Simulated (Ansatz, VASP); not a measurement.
# Ti2BN3: VASP beside Ansatz

The input INCAR:

```
SYSTEM = Ti2BN3
ALGO = Normal
EDIFF = 1E-6
EDIFFG = -0.01
ENCUT = 600
GGA = PE
IBRION = 2
ISIF = 3
ISMEAR = 0
LASPH = .TRUE.
LCHARG = .FALSE.
LREAL = .FALSE.
LWAVE = .FALSE.
NELM = 80
NSW = 100
PREC = Accurate
SIGMA = 0.1
```

File KPOINTS:

```
k-points
0
G
  12 12 14
  0 0 0
```

POSCAR

```
Ti2BN3
1.0
    5.2722513651      0.0000000000      0.0000000000
   -2.6361256825      4.5659036173      0.0000000000
    0.0000000000      0.0000000000      2.7191768215
Ti B N
2 1 3
Direct
    0.3333333333      0.6666666667      0.0000000000
    0.6666666667      0.3333333333      0.0000000000
    0.0000000000      0.0000000000      0.0000000000
    0.5000000000      0.0000000000      0.5000000000
    0.5000000000      0.5000000000      0.5000000000
    0.0000000000      0.5000000000      0.5000000000
```

Input for Ansatz:

```yaml
crystal:
  lattice:
    - [5.2722513651, 0.0, 0.0]
    - [-2.6361256825, 4.5659036173, 0.0]
    - [0.0, 0.0, 2.7191768215]
  atoms:
    - { symbol: Ti, position: [0.3333333333, 0.6666666667, 0.0] }
    - { symbol: Ti, position: [0.6666666667, 0.3333333333, 0.0] }
    - { symbol: B, position: [0.0, 0.0, 0.0] }
    - { symbol: "N", position: [0.5, 0.0, 0.5] }
    - { symbol: "N", position: [0.5, 0.5, 0.5] }
    - { symbol: "N", position: [0.0, 0.5, 0.5] }
basis:
  ecutwfc: 420
kpoints:
  mp_grid: { grid: [12, 12, 14] }
hamiltonian:
  xc: pbe
scf:
  occupations: { method: gaussian, width: 0.1 }
output:
  forces: true
  stress: true
  eigenvalues: true
relax:
  adjacent_minimum: "off"
  f_tol: 0.01
  max_steps: 80
  cell: { stress_tol: 0.05 }
```

Change from the starting cell: species swapped into the ErCo3B2 type (P6/mmm, No. 191).

Alike in both runs: task relaxation of cell and atoms; functional PBE; k mesh 12 × 12 × 14; occupations gaussian, width 0.1 eV; no spin polarisation.

|  | VASP | Ansatz |
| --- | --- | --- |
| version | VASP 6.6.1 | Ansatz 0.2.0 |
| potentials or method | VASP PAW PBE potentials, release 64 (Ti_sv, B, N), cutoff 600 eV | scalar-relativistic, plane waves, PAW |
| valence electrons in the cell | 42 | 42 |

```csv
,VASP,Ansatz,Ansatz less VASP
"gap on the k mesh at the Fermi level, each at its own relaxed structure (eV)",none,none,-
relaxed volume (Å³/atom),10.92,10.91,-0.010
relaxed cell length with the largest relative difference (Å),2.720,2.719,-0.0012
```

A gap of «none» marks a metal or a gap that the smearing closes.
